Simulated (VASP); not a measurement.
Set up this calculation in VASP 6.6.1, as the native input.

```
Task                   : single point
Functional             : LDA
Potentials or basis    : VASP PAW LDA potentials, release 64 (Ga_d, N)
Cutoff                 : 600 eV
k mesh                 : 10 × 10 × 10
Occupations            : gaussian, width 0.02 eV
Spin                   : no spin polarisation
Dipole correction      : no
Further INCAR settings : ALGO = Normal; EDIFF = 1e-06; NBANDS = 16
```

The structure of GaN (l.bB) lies in POSCAR:

```
GaN
1.0
    0.0000000000      2.2276018791      2.2276018791
    2.2276018791      0.0000000000      2.2276018791
    2.2276018791      2.2276018791      0.0000000000
Ga N
1 1
Direct
    0.0000000000      0.0000000000      0.0000000000
    0.2500000000      0.2500000000      0.2500000000
```

These files were run (other wordings do the same):

INCAR

```
SYSTEM = GaN
ALGO = Normal ; EDIFF = 1E-6
ENCUT = 600 ; GGA_COMPAT = .False.
ISIF = 2 ; ISMEAR = 0
LASPH = .True. ; LCHARG = .False.
LREAL = .False. ; LWAVE = .False.
NBANDS = 16 ; NELM = 120
PREC = Accurate ; SIGMA = 0.02
```

KPOINTS

```
k-points
0
Gamma
  10 10 10
  0 0 0
```

Potentials or basis: VASP PAW LDA potentials, release 64 (Ga_d, N).

Launch:

```console
$ cat potpaw_LDA.64/Ga_d/POTCAR potpaw_LDA.64/N/POTCAR > POTCAR
$ mpirun -np 1 vasp_std > vasp.out
```

It gave:

```
Pressure               : 1.0 GPa
Band gap on the k mesh : 1.97 eV, direct
```

Wall time 30 s on 1 thread of Intel(R) Xeon(R) Platinum 8375C CPU @ 2.90GHz (Ice Lake), on a shared host, peak memory 0.15 GiB.
